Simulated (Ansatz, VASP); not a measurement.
# Zr in VASP and in Ansatz

```
Zr
1.0
     3.24640    0.00000    0.00000
    -1.62320    2.81146    0.00000
     0.00000    0.00000    5.15021
Zr
2
Direct
  0.33333 0.66667 0.25000
  0.66667 0.33333 0.75000
```

Alike in both runs: functional r2SCAN; k mesh 18 × 18 × 8; occupations gaussian, width 0.1 eV; no spin polarisation.

Ansatz relaxed the structure, and its values are those at the end. VASP's run is a single point on that final structure, the one shown.

```csv
,VASP,Ansatz
version,VASP 6.6.1,Ansatz 0.2.0
potentials or method,"VASP PAW PBE potentials, release 64 (Zr_sv), cutoff 520 eV","scalar-relativistic, plane waves, PAW"
valence electrons in the cell,24,24
```

```csv
,VASP,Ansatz,Ansatz less VASP
gap on the k mesh at the Fermi level (eV),none,none,-
pressure (GPa),0.0,0.0,+0.02
```

VASP's potentials were made for PBE, not for r2SCAN. A gap of «none» marks a metal or a gap that the smearing closes. With one functional, cell and mesh, what is left measures potentials, basis and numerics.
